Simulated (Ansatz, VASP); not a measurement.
**One calculation of Ru, two programs**

```xyz
1
Lattice="0.0287 1.9150 1.9150 1.9150 0.0287 1.9150 1.9437 1.9437 0.0000" Properties=species:S:1:pos:R:3 pbc="T T T"
Ru    0.0000    0.0000    0.0000
```

Change from the starting cell: strain +0.0300 x Voigt [0, 0, 0, 0, 0, 1], atoms carried along.

Alike in both runs: task single point; functional PBEsol; k mesh 22 × 22 × 22; occupations gaussian, width 0.15 eV; no spin polarisation.

|  | VASP | Ansatz |
| --- | --- | --- |
| version | VASP 6.6.1 | Ansatz 0.2.0 |
| potentials or method | VASP PAW PBE potentials, release 64 (Ru_pv), cutoff 520 eV | scalar-relativistic, plane waves, PAW |
| valence electrons in the cell | 14 | 16 |

Ansatz gave:

- gap on the k mesh at the Fermi level (eV): none
- pressure (GPa): -14.4
- traceless stress, the component that is largest in VASP (GPa): -7.11

Task: Estimate VASP's values.

Result: gap on the k mesh at the Fermi level (eV): none; pressure (GPa): -14.6; traceless stress, the component that is largest in VASP (GPa): -7.10.

VASP's potentials were made for PBE, not for PBEsol. A gap of «none» marks a metal or a gap that the smearing closes. VASP's potentials hold 14 valence electrons a cell and Ansatz's 16, so a difference there can come from the potentials and not from the codes.
